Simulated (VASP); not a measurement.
# BiH4 (F-43m) in VASP: further runs, part 2 of 2

VASP 6.6.1. The steps go on from the part before.

### 5 Single point, PBE

This run uses another cell than the first one, of 11.39 Å³/atom, 1.269 times its volume.

INCAR

```
  PREC = Accurate
  ENCUT = 520
  EDIFF = 1E-7
  ISMEAR = 0
  SIGMA = 0.1
  LREAL = False
  LASPH = True
  NELM = 60
  ALGO = Normal
  ISIF = 2
  LWAVE = False
  LCHARG = False
  GGA = PE
  NBANDS = 18
```

KPOINTS

```
regular mesh
0
Gamma
  6 6 6
```

POSCAR

```
BiH4
1.0
    0.0000000000      3.0532499900      3.0532499900
    3.0532499900      0.0000000000      3.0532499900
    3.0532499900      3.0532499900      0.0000000000
Bi H
1 4
Direct
    0.2500000000      0.2500000000      0.2500000000
    0.5798773800      0.5798773800      0.5798773800
    0.5798773800      0.5798773800      0.2603678600
    0.5798773800      0.2603678600      0.5798773800
    0.2603678600      0.5798773800      0.5798773800
```

Potentials or basis: VASP PAW PBE potentials, release 64 (Bi_d, H).

On the command line:

```
cat potpaw_PBE.64/Bi_d/POTCAR potpaw_PBE.64/H/POTCAR > POTCAR
mpirun -np 1 vasp_std > vasp.out
```

OUTCAR:

```text
PREC = Accurate
   ENCUT = 520
   EDIFF = 1E-7
   ISMEAR = 0
   LREAL = False
   LASPH = True
   NELM = 60
   ISIF = 2
   GGA = PE

 ion  position               nearest neighbor table
   1  0.250  0.250  0.250-
   2  0.580  0.580  0.580-
   3  0.580  0.580  0.260-
   4  0.580  0.260  0.580-
   5  0.260  0.580  0.580-

  LATTYP: Found a face centered cubic cell.
 ALAT       =     6.1064999800

  Lattice vectors:

 A1 = (   0.0000000000,   3.0532499900,   3.0532499900)
 A2 = (   3.0532499900,   0.0000000000,   3.0532499900)
 A3 = (   3.0532499900,   3.0532499900,   0.0000000000)

Analysis of symmetry for initial positions (statically):
=====================================================================
 Subroutine PRICEL returns:
 Original cell was already a primitive cell.

 Routine SETGRP: Setting up the symmetry group for a
 face centered cubic supercell.

 Subroutine GETGRP returns: Found 24 space group operations
 (whereof 24 operations were pure point group operations)
 out of a pool of 48 trial point group operations.

The static configuration has the point symmetry T_d .

Analysis of symmetry for dynamics (positions and initial velocities):
=====================================================================
 Subroutine PRICEL returns:
 Original cell was already a primitive cell.

 Routine SETGRP: Setting up the symmetry group for a
 face centered cubic supercell.

 Subroutine GETGRP returns: Found 24 space group operations
 (whereof 24 operations were pure point group operations)
 out of a pool of 48 trial point group operations.

The dynamic configuration has the point symmetry T_d .

 Subroutine INISYM returns: Found 24 space group operations
 (whereof 24 operations are pure point group operations),
 and found     1 'primitive' translations

----------------------------------------------------------------------------------------

                                     Primitive cell

  volume of cell :      56.9268

  direct lattice vectors                    reciprocal lattice vectors
     0.000000000  3.053249990  3.053249990    -0.163759928  0.163759928  0.163759928
     3.053249990  0.000000000  3.053249990     0.163759928 -0.163759928  0.163759928
     3.053249990  3.053249990  0.000000000     0.163759928  0.163759928 -0.163759928

  length of vectors
     4.317947545  4.317947545  4.317947545     0.283640516  0.283640516  0.283640516

  position of ions in fractional coordinates (direct lattice)
     0.250000000  0.250000000  0.250000000
     0.579877380  0.579877380  0.579877380
     0.579877380  0.579877380  0.260367860
     0.579877380  0.260367860  0.579877380
     0.260367860  0.579877380  0.579877380

  ion indices of the primitive-cell ions
   primitive index   ion index
                 1           1
                 2           2
                 3           3
                 4           4
                 5           5

----------------------------------------------------------------------------------------

 KPOINTS: regular mesh

Automatic generation of k-mesh.
 Grid dimensions read from file:
 generate k-points for:    6    6    6

 Generating k-lattice:

  Cartesian coordinates                     Fractional coordinates (reciprocal lattice)
    -0.027293321  0.027293321  0.027293321     0.166666667  0.000000000  0.000000000
     0.027293321 -0.027293321  0.027293321     0.000000000  0.166666667  0.000000000
     0.027293321  0.027293321 -0.027293321     0.000000000  0.000000000  0.166666667

  Length of vectors
     0.047273419  0.047273419  0.047273419

  Shift w.r.t. Gamma in fractional coordinates (k-lattice)
     0.000000000  0.000000000  0.000000000

 Subroutine IBZKPT returns following result:
 ===========================================

 Found     16 irreducible k-points:

 Following reciprocal coordinates:
            Coordinates               Weight
  0.000000  0.000000  0.000000      1.000000
  0.166667  0.000000  0.000000      8.000000
  0.333333  0.000000  0.000000      8.000000
  0.500000  0.000000  0.000000      4.000000
  0.166667  0.166667  0.000000      6.000000
  0.333333  0.166667  0.000000     24.000000
[... 8 lines left out ...]
 -0.333333  0.333333  0.166667     24.000000
 -0.333333  0.500000  0.166667     12.000000
   k-points           NKPTS =     16   k-points in BZ     NKDIM =     16   number of bands    NBANDS=     18
   number of dos      NEDOS =    301   number of ions     NIONS =      5
   total plane-waves  NPLWV =  32768
   dimension x,y,z NGX =    32 NGY =   32 NGZ =   32
   dimension x,y,z NGXF=    64 NGYF=   64 NGZF=   64
   ions per type =               1   4
   NGX,Y,Z   is equivalent  to a cutoff of  12.32, 12.32, 12.32 a.u.
   NGXF,Y,Z  is equivalent  to a cutoff of  24.64, 24.64, 24.64 a.u.
 SYSTEM =  unknown system
   PREC   = accura    normal or accurate (medium, high low for compatibility)
   ISTART =      0    job   : 0-new  1-cont  2-samecut
   ICHARG =      2    charge: 1-file 2-atom 10-const
   ISPIN  =      1    spin polarized calculation?
   LNONCOLLINEAR =      F non collinear calculations
   LSORBIT =      F    spin-orbit coupling
   LASPH  =      T    aspherical Exc in radial PAW
   ENCUT  =  520.0 eV  38.22 Ry    6.18 a.u.   8.03  8.03  8.03*2*pi/ulx,y,z
   NELM   =     60;   NELMIN=  2; NELMDL= -5     # of ELM steps
   EDIFF  = 0.1E-06   stopping-criterion for ELM
   LREAL  =      F    real-space projection
   EDIFFG = 0.1E-05   stopping-criterion for IOM
   NSW    =      0    number of steps for IOM
   IBRION =     -1    ionic relax: 0-MD 1-quasi-New 2-CG
   NFREE  =      0    steps in history (QN), initial steepest desc. (CG)
   ISIF   =      2    stress and relaxation
   ISYM   =      2    0-nonsym 1-usesym 2-fastsym
   POTIM  = 0.5000    time-step for ionic-motion
   TEBEG  =    0.0;   TEEND  =   0.0 temperature during run
   PSTRESS=    0.0 pullay stress
   NELECT =      19.0000    total number of electrons
   NUPDOWN=      -1.0000    fix difference up-down
   EMIN   =  10.00;   EMAX   =-10.00  energy-range for DOS
   EFERMI =   0.00;   METHOD = LEGACY
   ISMEAR =     0;   SIGMA  =   0.10  broadening in eV -4-tet -1-fermi 0-gaus
   EFERMI_NEDOS =   21; number of points for ismear=-14 and -15
   IALGO  =     38    algorithm
   IMIX   =      4    mixing-type and parameters
     AMIX     =   0.40;   BMIX     =  1.00
     AMIX_MAG =   1.60;   BMIX_MAG =  1.00
  volume/ion in A,a.u.               =      11.39        76.83
  Fermi-wavevector in a.u.,A,eV,Ry     =   1.135587  2.145948 17.545493  1.289557
  Thomas-Fermi vector in A             =   2.272292
   LORBIT       =      0    0 simple, 1 ext, 2 COOP (PROOUT), +10 PAW based schemes
   GGA     = PE    functional components
   LHFCALC =     F    Hartree Fock is set to
   AEXX    =    0.0000 exact exchange contribution
   IVDW    =     0    specifies the selected vdW correction
   LEPSILON=     F    determine dielectric tensor
   LRPA    =     F    only Hartree local field effects (RPA)
 non-spin polarized calculation
 Gauss-broadening in eV      SIGMA  =   0.10
  energy-cutoff  :      520.00
  volume of cell :       56.93
 maximum number of plane-waves:      1544
   NGX = 17   NGY = 17   NGZ = 17

 number of electron      18.9999992 magnetization

 Free energy of the ion-electron system (eV)
  ---------------------------------------------------
  ext. energy  EPLUGINS =         0.00000000
  ---------------------------------------------------
  free energy    TOTEN  =       -11.84938812 eV

  energy without entropy =      -11.83625215  energy(sigma->0) =      -11.84282014

 E-fermi :   3.5299     XC(G=0):  -9.0946

 val. band max:        3.5062185559   @ k =   0.5000   0.1667   0.0000
 cond. band min:       3.5944842216   @ k =   0.5000   0.5000   0.0000
 fundamental gap:      0.0882656657
 Fermi energy:         3.5298836547

 k-point     1 :       0.0000    0.0000    0.0000
  band No.  band energies     occupation
      1     -19.2924      2.00000
      2     -19.2924      2.00000
      3     -19.2924      2.00000
      4     -19.2703      2.00000
      5     -19.2703      2.00000
      6      -9.4243      2.00000
[... 313 lines left out ...]
      5     -19.2647      2.00000
      6      -6.8047      2.00000
[... 10 lines left out ...]
     17      15.5468      0.00000
     18      17.9602      0.00000

------------------------ aborting loop because EDIFF is reached ----------------------------------------

  FORCE on cell =-STRESS in cart. coord.  units (eV):
  Direction    XX          YY          ZZ          XY          YZ          ZX
  --------------------------------------------------------------------------------------
  -------------------------------------------------------------------------------------
  Total       -1.1371929     -1.1371929     -1.1371929      0.0000000     -0.0000000      0.0000000
  in kB      -32.0057215    -32.0057215    -32.0057215      0.0000000     -0.0000000      0.0000000
  external PRESSURE =     -32.0057215 kB  Pullay stress =       0.0000000 kB

 VOLUME and BASIS-vectors are now :
 -----------------------------------------------------------------------------
  energy-cutoff  :      520.00
  volume of cell :       56.93
      direct lattice vectors                 reciprocal lattice vectors
     0.000000000  3.053249990  3.053249990    -0.163759928  0.163759928  0.163759928
     3.053249990  0.000000000  3.053249990     0.163759928 -0.163759928  0.163759928
     3.053249990  3.053249990  0.000000000     0.163759928  0.163759928 -0.163759928

 POSITION                                       TOTAL-FORCE (eV/Angst)
 -----------------------------------------------------------------------------------
      1.52662      1.52662      1.52662         0.000000      0.000000      0.000000
      3.54102      3.54102      3.54102         0.339987      0.339987      0.339987
      2.56548      2.56548      3.54102        -0.339987     -0.339987      0.339987
      2.56548      3.54102      2.56548        -0.339987      0.339987     -0.339987
      3.54102      2.56548      2.56548         0.339987     -0.339987     -0.339987
 -----------------------------------------------------------------------------------
    total drift:                               -0.000000     -0.000000     -0.000000

  FREE ENERGIE OF THE ION-ELECTRON SYSTEM (eV)
  ---------------------------------------------------
  free  energy   TOTEN  =       -11.8493881214 eV

  energy  without entropy=      -11.8362521489  energy(sigma->0) =      -11.84282014
```

stdout:

```text
POSCAR found type information on POSCAR BiH
 POSCAR found :  2 types and       5 ions
 scaLAPACK will be used
 LDA part: xc-table for (Slater+PW92), standard interpolation
 POSCAR, INCAR and KPOINTS ok, starting setup
 FFT: planning ... GRIDC
 FFT: planning ... GRID_SOFT
 FFT: planning ... GRID
 WAVECAR not read
 entering main loop
```

It took 19 s on 1 thread of Intel Xeon Platinum 8259CL at 2.50GHz (Skylake/Cascade Lake), shared host; peak memory 0.17 GiB.

What came out:

```yaml
Free_energy: -11.8494 eV
Pressure: -3.2 GPa
Largest_force: 0.589 eV/Å
```

Forces on the atoms (eV/Å):
```
Bi   0.000  0.000  0.000
H    0.340  0.340  0.340
H   -0.340 -0.340  0.340
H   -0.340  0.340 -0.340
H    0.340 -0.340 -0.340
```

Caveat: spin-orbit coupling is left out, which moves the levels of the heavy elements.

### 6 Overview

| task | cell | k mesh | cutoff (eV) | gap on the mesh (eV) | pressure (GPa) | largest force (eV/Å) |
| --- | --- | --- | --- | --- | --- | --- |
| single point | a = 3.988 Å, angles 60.0°, 5 atoms | 12 × 12 × 12 | 520 | none | -0.2 | 0.01 |
| relaxation of cell and atoms | relaxed from a = 3.988 Å, angles 60.0°, 5 atoms | 12 × 12 × 12 | 600 | none | 0.1 | 0.01 |
| single point | a = 3.988 Å, angles 60.0°, 5 atoms | 6 × 6 × 6 | 520 | none | -0.2 | - |
| single point | a = 4.318 Å, angles 60.0°, 5 atoms | 6 × 6 × 6 | 520 | none | -3.2 | 0.59 |

Alike in all rows: level PBE; potentials or basis VASP PAW PBE potentials, release 64 (Bi_d, H); no spin polarisation; smearing gaussian 0.1 eV.

Caveats: spin-orbit coupling is left out, which moves the levels of the heavy elements.

Total energies depend on the potentials used, so only differences within one code and one set of settings carry meaning.
